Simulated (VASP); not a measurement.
# AgPt3 (Pm-3m) in VASP: further runs

Runs on AgPt3. Level: LDA. Tasks: electric field gradients.

Program: VASP 6.6.1. These are calculated values, not measurements. Logs are shortened: lines on timing, memory, paths and dates and some standing lists are left out, and cuts for length are marked.

### 1 The cell of the first run

Symmetry: Pm-3m, No. 221, cubic system. The conventional cell has a = 3.847 Å, b = 3.847 Å, c = 3.847 Å, α = 90.00°, β = 90.00°, γ = 90.00°. Ag (site symmetry m-3m) has 12 Pt at 2.72 Å within 3.6 Å. Pt (site symmetry 4/mmm) has 4 Ag at 2.72 Å and 8 Pt at 2.72 Å within 3.6 Å.

### 2 Electric field gradients, LDA (volume scaled by 0.96)

Input file INCAR:

```
ALGO = Normal
EDIFF = 1E-8
ENCUT = 520
ISIF = 2
ISMEAR = -1
LASPH = True
LCHARG = False
LEFG = True
LREAL = False
LWAVE = False
NBANDS = 28
NELM = 100
PREC = Accurate
SIGMA = 0.08
```

Input file KPOINTS:

```
k-points
0
Gamma
  9 9 9
```

Input file POSCAR:

```
AgPt3
1.0
    3.8472908360      0.0000000000      0.0000000000
    0.0000000000      3.8472908360      0.0000000000
    0.0000000000      0.0000000000      3.8472908360
Ag Pt
1 3
Direct
    0.0000000000      0.0000000000      0.0000000000
    0.0000000000      0.5000000000      0.5000000000
    0.5000000000      0.0000000000      0.5000000000
    0.5000000000      0.5000000000      0.0000000000
```

Potentials or basis: VASP PAW LDA potentials, release 64 (Ag, Pt).

Started as:

```
> cat potpaw_LDA.64/Ag/POTCAR potpaw_LDA.64/Pt/POTCAR > POTCAR
> mpirun -np 1 vasp_std > vasp.out
```

OUTCAR:

```text
EDIFF = 1E-8
   ENCUT = 520
   ISIF = 2
   ISMEAR = -1
   LASPH = True
   LREAL = False
   NELM = 100
   PREC = Accurate

 ion  position               nearest neighbor table
   1  0.000  0.000  0.000-   2 2.72   3 2.72   4 2.72   2 2.72   3 2.72   2 2.72   4 2.72   2 2.72
                             3 2.72   4 2.72   3 2.72   4 2.72
   2  0.000  0.500  0.500-   1 2.72   3 2.72   4 2.72   1 2.72   4 2.72   1 2.72   3 2.72   1 2.72
                             3 2.72   4 2.72   4 2.72   3 2.72
   3  0.500  0.000  0.500-   1 2.72   2 2.72   4 2.72   1 2.72   4 2.72   2 2.72   4 2.72   4 2.72
                             1 2.72   2 2.72   1 2.72   2 2.72
   4  0.500  0.500  0.000-   1 2.72   2 2.72   3 2.72   2 2.72   3 2.72   1 2.72   3 2.72   3 2.72
                             1 2.72   2 2.72   2 2.72   1 2.72

  LATTYP: Found a simple cubic cell.
 ALAT       =     3.8472908360

  Lattice vectors:

 A1 = (   3.8472908360,   0.0000000000,   0.0000000000)
 A2 = (   0.0000000000,   3.8472908360,   0.0000000000)
 A3 = (   0.0000000000,   0.0000000000,   3.8472908360)

Analysis of symmetry for initial positions (statically):
=====================================================================
 Subroutine PRICEL returns:
 Original cell was already a primitive cell.

 Routine SETGRP: Setting up the symmetry group for a
 simple cubic supercell.

 Subroutine GETGRP returns: Found 48 space group operations
 (whereof 48 operations were pure point group operations)
 out of a pool of 48 trial point group operations.

The static configuration has the point symmetry O_h .

Analysis of symmetry for dynamics (positions and initial velocities):
=====================================================================
 Subroutine PRICEL returns:
 Original cell was already a primitive cell.

 Routine SETGRP: Setting up the symmetry group for a
 simple cubic supercell.

 Subroutine GETGRP returns: Found 48 space group operations
 (whereof 48 operations were pure point group operations)
 out of a pool of 48 trial point group operations.

The dynamic configuration has the point symmetry O_h .

 Subroutine INISYM returns: Found 48 space group operations
 (whereof 48 operations are pure point group operations),
 and found     1 'primitive' translations

----------------------------------------------------------------------------------------

[... 140 lines left out ...]
  free energy    TOTEN  =       -26.11398081 eV

  energy without entropy =      -26.04856073  energy(sigma->0) =      -26.08127077

 E-fermi :  11.6613     XC(G=0): -13.9372

 val. band max:       11.6610513281   @ k =   0.4444   0.4444   0.3333
 cond. band min:      11.6722571101   @ k =   0.4444   0.2222   0.1111
 fundamental gap:      0.0112057820
 Fermi energy:        11.6613056635

 k-point     1 :       0.0000    0.0000    0.0000
  band No.  band energies     occupation
      1       1.4199      2.00000
      2       4.1647      2.00000
      3       4.1647      2.00000
      4       4.3225      2.00000
      5       4.6043      2.00000
      6       4.6043      2.00000
[... 733 lines left out ...]
     27      22.8605      0.00000
     28      23.9898      0.00000

 [... further k-points ...]
[... 5 lines left out ...]
  --------------------------------------------------------------------------------------
  -------------------------------------------------------------------------------------
  Total        5.4933245      5.4933245      5.4933245      0.0000000      0.0000000     -0.0000000
  in kB      154.5541895    154.5541895    154.5541895      0.0000000      0.0000000     -0.0000000
  external PRESSURE =     154.5541895 kB  Pullay stress =       0.0000000 kB

 VOLUME and BASIS-vectors are now :
 -----------------------------------------------------------------------------
  energy-cutoff  :      520.00
  volume of cell :       56.95
      direct lattice vectors                 reciprocal lattice vectors
     3.847290836  0.000000000  0.000000000     0.259923162  0.000000000  0.000000000
     0.000000000  3.847290836  0.000000000     0.000000000  0.259923162  0.000000000
     0.000000000  0.000000000  3.847290836     0.000000000  0.000000000  0.259923162

 POSITION                                       TOTAL-FORCE (eV/Angst)
 -----------------------------------------------------------------------------------
      0.00000      0.00000      0.00000         0.000000      0.000000      0.000000
      0.00000      1.92365      1.92365         0.000000      0.000000      0.000000
      1.92365      0.00000      1.92365         0.000000      0.000000      0.000000
      1.92365      1.92365      0.00000         0.000000      0.000000      0.000000
 -----------------------------------------------------------------------------------
    total drift:                                0.000000      0.000000     -0.000000

  FREE ENERGIE OF THE ION-ELECTRON SYSTEM (eV)
  ---------------------------------------------------
  free  energy   TOTEN  =       -26.1139808127 eV

  energy  without entropy=      -26.0485607294  energy(sigma->0) =      -26.08127077

 Electric field gradients (V/A^2)
---------------------------------------------------------------------
 ion       V_xx      V_yy      V_zz      V_xy      V_xz      V_yz
---------------------------------------------------------------------
   1       0.000     0.000     0.000     0.000    -0.000     0.000
   2     -19.820     9.910     9.910    -0.000    -0.000    -0.000
   3       9.910   -19.820     9.910     0.000    -0.000    -0.000
   4       9.910     9.910   -19.820     0.000     0.000    -0.000
---------------------------------------------------------------------

 Electric field gradients after diagonalization (V/A^2)
 (convention: |V_zz| > |V_xx| > |V_yy|)
----------------------------------------------------------------------
 ion       V_xx      V_yy      V_zz     asymmetry (V_yy - V_xx)/ V_zz
----------------------------------------------------------------------
   1       0.000     0.000     0.000      -0.134
   2       9.910     9.910   -19.820       0.000
   3       9.910     9.910   -19.820       0.000
   4       9.910     9.910   -19.820       0.000
----------------------------------------------------------------------

           NMR quadrupolar parameters

 Cq : quadrupolar parameter    Cq=e*Q*V_zz/h
 eta: asymmetry parameters     (V_yy - V_xx)/ V_zz
 Q  : nuclear electric quadrupole moment in mb (millibarn)
----------------------------------------------------------------------
 ion       Cq(MHz)       eta       Q (mb)
----------------------------------------------------------------------
   1       0.000      -0.134       1.000
   2      -0.048       0.000       1.000
   3      -0.048       0.000       1.000
   4      -0.048       0.000       1.000
----------------------------------------------------------------------
```

OSZICAR:

```text
N       E                     dE             d eps       ncg     rms          rms(c)
DAV:   1     0.267745890310E+03    0.26775E+03   -0.20896E+04  1968   0.142E+03
DAV:   2    -0.192925045689E+02   -0.28704E+03   -0.27612E+03  2160   0.333E+02
DAV:   3    -0.276395185159E+02   -0.83470E+01   -0.82034E+01  2164   0.579E+01
DAV:   4    -0.276955716597E+02   -0.56053E-01   -0.56036E-01  2112   0.483E+00
DAV:   5    -0.276961171827E+02   -0.54552E-03   -0.54551E-03  2108   0.516E-01    0.276E+01
DAV:   6    -0.262986882015E+02    0.13974E+01   -0.28094E+00  2080   0.161E+01    0.150E+01
DAV:   7    -0.261520684173E+02    0.14662E+00   -0.64269E-01  2080   0.767E+00    0.467E+00
DAV:   8    -0.261198163571E+02    0.32252E-01   -0.11736E-01  2060   0.561E+00    0.204E+00
DAV:   9    -0.261141725736E+02    0.56438E-02   -0.23918E-02  2052   0.155E+00    0.209E-01
DAV:  10    -0.261139693647E+02    0.20321E-03   -0.63239E-04  2072   0.331E-01    0.557E-02
DAV:  11    -0.261139815986E+02   -0.12234E-04   -0.83617E-05  2084   0.748E-02    0.158E-02
DAV:  12    -0.261139809628E+02    0.63579E-06   -0.96372E-06  2108   0.300E-02    0.701E-03
DAV:  13    -0.261139808241E+02    0.13862E-06   -0.11021E-06  2088   0.115E-02    0.235E-03
DAV:  14    -0.261139808130E+02    0.11111E-07   -0.22744E-08  1256   0.199E-03    0.306E-04
DAV:  15    -0.261139808127E+02    0.31287E-09   -0.83171E-09  1084   0.644E-04
   1 F= -.26113981E+02 E0= -.26081271E+02  d E =-.654201E-01
```

It took 42 s on 1 thread of Intel Xeon Platinum 8124M at 3.00GHz (Skylake/Cascade Lake), shared host; peak memory 0.18 GiB.

Results:

| Property | Result |
| --- | --- |
| Free energy | -26.1140 eV |
| Pressure | 15.5 GPa |

Levels at points of the mesh, in eV from the Fermi level:
```csv
k point,band 17,band 18,band 19,band 20,band 21,band 22,band 23,band 24
"(0.00, 0.00, 0.00)",-0.43,0.36,0.84,0.84,0.84,1.88,1.88,1.88
```

Electric field gradients, principal values (V/Å²):
```csv
atom,least,middle,greatest (by size)
1 Ag,0.000,0.000,0.000
2 Pt,9.910,9.910,-19.820
3 Pt,9.910,9.910,-19.820
4 Pt,9.910,9.910,-19.820
```

Caveat: without QUAD_EFG the Cq values of the log hold for a quadrupole moment of 1 mb, not for the nuclei; spin-orbit coupling is left out, which moves the levels of the heavy elements.

### 3 Electric field gradients, LDA (volume scaled by 0.99)

Input file INCAR:

```
PREC = Accurate
ENCUT = 520
EDIFF = 1E-8
ISMEAR = -1
SIGMA = 0.08
LREAL = False
LASPH = True
NELM = 80
ALGO = Normal
ISIF = 2
LWAVE = False
LCHARG = False
LEFG = True
NBANDS = 28
```

Input file KPOINTS:

```
regular mesh
0
Gamma
  9 9 9
```

Input file POSCAR:

```
AgPt3
1.0
    3.8869564243      0.0000000000      0.0000000000
    0.0000000000      3.8869564243      0.0000000000
    0.0000000000      0.0000000000      3.8869564243
Ag Pt
1 3
Direct
    0.0000000000      0.0000000000      0.0000000000
    0.0000000000      0.5000000000      0.5000000000
    0.5000000000      0.0000000000      0.5000000000
    0.5000000000      0.5000000000      0.0000000000
```

Potentials or basis: VASP PAW LDA potentials, release 64 (Ag, Pt).

Started as:

```
> cat potpaw_LDA.64/Ag/POTCAR potpaw_LDA.64/Pt/POTCAR > POTCAR
> mpirun -np 1 vasp_std > vasp.out
```

OUTCAR:

```text
PREC = Accurate
   ENCUT = 520
   EDIFF = 1E-8
   ISMEAR = -1
   LREAL = False
   LASPH = True
   NELM = 80
   ISIF = 2

 ion  position               nearest neighbor table
   1  0.000  0.000  0.000-   2 2.75   3 2.75   4 2.75   2 2.75   3 2.75   2 2.75   4 2.75   2 2.75
                             3 2.75   4 2.75   3 2.75   4 2.75
   2  0.000  0.500  0.500-   1 2.75   3 2.75   4 2.75   1 2.75   4 2.75   1 2.75   3 2.75   1 2.75
                             3 2.75   4 2.75   4 2.75   3 2.75
   3  0.500  0.000  0.500-   1 2.75   2 2.75   4 2.75   1 2.75   4 2.75   2 2.75   4 2.75   4 2.75
                             1 2.75   2 2.75   1 2.75   2 2.75
   4  0.500  0.500  0.000-   1 2.75   2 2.75   3 2.75   2 2.75   3 2.75   1 2.75   3 2.75   3 2.75
                             1 2.75   2 2.75   2 2.75   1 2.75

  LATTYP: Found a simple cubic cell.
 ALAT       =     3.8869564243

  Lattice vectors:

 A1 = (   3.8869564243,   0.0000000000,   0.0000000000)
 A2 = (   0.0000000000,   3.8869564243,   0.0000000000)
 A3 = (   0.0000000000,   0.0000000000,   3.8869564243)

Analysis of symmetry for initial positions (statically):
=====================================================================
 Subroutine PRICEL returns:
 Original cell was already a primitive cell.

 Routine SETGRP: Setting up the symmetry group for a
 simple cubic supercell.

 Subroutine GETGRP returns: Found 48 space group operations
 (whereof 48 operations were pure point group operations)
 out of a pool of 48 trial point group operations.

The static configuration has the point symmetry O_h .

Analysis of symmetry for dynamics (positions and initial velocities):
=====================================================================
[... 911 lines left out ...]
     28      23.1527      0.00000

 [... further k-points ...]
[... 5 lines left out ...]
  --------------------------------------------------------------------------------------
  -------------------------------------------------------------------------------------
  Total        2.1078969      2.1078969      2.1078969     -0.0000000      0.0000000      0.0000000
  in kB       57.5083536     57.5083536     57.5083536     -0.0000000      0.0000000      0.0000000
  external PRESSURE =      57.5083536 kB  Pullay stress =       0.0000000 kB

 VOLUME and BASIS-vectors are now :
 -----------------------------------------------------------------------------
  energy-cutoff  :      520.00
  volume of cell :       58.73
      direct lattice vectors                 reciprocal lattice vectors
     3.886956424  0.000000000  0.000000000     0.257270700  0.000000000  0.000000000
     0.000000000  3.886956424  0.000000000     0.000000000  0.257270700  0.000000000
     0.000000000  0.000000000  3.886956424     0.000000000  0.000000000  0.257270700

 POSITION                                       TOTAL-FORCE (eV/Angst)
 -----------------------------------------------------------------------------------
      0.00000      0.00000      0.00000         0.000000      0.000000      0.000000
      0.00000      1.94348      1.94348         0.000000      0.000000      0.000000
      1.94348      0.00000      1.94348         0.000000      0.000000      0.000000
      1.94348      1.94348      0.00000         0.000000      0.000000      0.000000
 -----------------------------------------------------------------------------------
    total drift:                                0.000000      0.000000     -0.000000

  FREE ENERGIE OF THE ION-ELECTRON SYSTEM (eV)
  ---------------------------------------------------
  free  energy   TOTEN  =       -26.2316712869 eV

  energy  without entropy=      -26.1630775087  energy(sigma->0) =      -26.19737440

 Electric field gradients (V/A^2)
---------------------------------------------------------------------
 ion       V_xx      V_yy      V_zz      V_xy      V_xz      V_yz
---------------------------------------------------------------------
   1       0.000     0.000     0.000     0.000     0.000     0.000
   2     -16.576     8.288     8.288    -0.000     0.000     0.000
   3       8.288   -16.576     8.288    -0.000     0.000    -0.000
   4       8.288     8.288   -16.576    -0.000    -0.000    -0.000
---------------------------------------------------------------------

 Electric field gradients after diagonalization (V/A^2)
 (convention: |V_zz| > |V_xx| > |V_yy|)
----------------------------------------------------------------------
 ion       V_xx      V_yy      V_zz     asymmetry (V_yy - V_xx)/ V_zz
----------------------------------------------------------------------
   1       0.000     0.000     0.000      -0.137
   2       8.288     8.288   -16.576       0.000
   3       8.288     8.288   -16.576       0.000
   4       8.288     8.288   -16.576       0.000
----------------------------------------------------------------------

           NMR quadrupolar parameters

 Cq : quadrupolar parameter    Cq=e*Q*V_zz/h
 eta: asymmetry parameters     (V_yy - V_xx)/ V_zz
 Q  : nuclear electric quadrupole moment in mb (millibarn)
----------------------------------------------------------------------
 ion       Cq(MHz)       eta       Q (mb)
----------------------------------------------------------------------
   1       0.000      -0.137       1.000
   2      -0.040       0.000       1.000
   3      -0.040       0.000       1.000
   4      -0.040       0.000       1.000
----------------------------------------------------------------------
```

OSZICAR:

```text
N       E                     dE             d eps       ncg     rms          rms(c)
DAV:   1     0.261951967135E+03    0.26195E+03   -0.20692E+04  1976   0.141E+03
DAV:   2    -0.194376397505E+02   -0.28139E+03   -0.27061E+03  2128   0.330E+02
DAV:   3    -0.277631945732E+02   -0.83256E+01   -0.81822E+01  2176   0.571E+01
DAV:   4    -0.278233321568E+02   -0.60138E-01   -0.60119E-01  2112   0.498E+00
DAV:   5    -0.278239204950E+02   -0.58834E-03   -0.58833E-03  2132   0.534E-01    0.252E+01
DAV:   6    -0.263978162236E+02    0.14261E+01   -0.29981E+00  2072   0.161E+01    0.137E+01
DAV:   7    -0.262658711190E+02    0.13195E+00   -0.57228E-01  2080   0.711E+00    0.462E+00
DAV:   8    -0.262373556088E+02    0.28516E-01   -0.10743E-01  2072   0.537E+00    0.204E+00
DAV:   9    -0.262318377247E+02    0.55179E-02   -0.20950E-02  2040   0.158E+00    0.194E-01
DAV:  10    -0.262316621662E+02    0.17556E-03   -0.69714E-04  2076   0.350E-01    0.637E-02
DAV:  11    -0.262316719859E+02   -0.98197E-05   -0.91663E-05  2084   0.909E-02    0.148E-02
DAV:  12    -0.262316714518E+02    0.53413E-06   -0.91270E-06  2104   0.271E-02    0.669E-03
DAV:  13    -0.262316712910E+02    0.16075E-06   -0.10456E-06  2080   0.964E-03    0.134E-03
DAV:  14    -0.262316712869E+02    0.41068E-08   -0.15600E-08  1216   0.123E-03
   1 F= -.26231671E+02 E0= -.26197374E+02  d E =-.685938E-01
```

It took 39 s on 1 thread of Intel Xeon Platinum 8124M at 3.00GHz (Skylake/Cascade Lake), shared host; peak memory 0.18 GiB.

What came out:

```yaml
Free_energy: -26.2317 eV
Pressure: 5.8 GPa
```

Levels at points of the mesh, in eV from the Fermi level:
```
           k point  band 18  band 19  band 20  band 21  band 22  band 23
(0.00, 0.00, 0.00)     0.34     0.79     0.79     0.79     1.93     1.93
```

Electric field gradients, principal values (V/Å²):
| atom | least | middle | greatest (by size) |
| --- | --- | --- | --- |
| 1 Ag | 0.000 | 0.000 | 0.000 |
| 2 Pt | 8.288 | 8.288 | -16.576 |
| 3 Pt | 8.288 | 8.288 | -16.576 |
| 4 Pt | 8.288 | 8.288 | -16.576 |

Caveat: without QUAD_EFG the Cq values of the log hold for a quadrupole moment of 1 mb, not for the nuclei; spin-orbit coupling is left out, which moves the levels of the heavy elements.

[end of part 1 of 2]
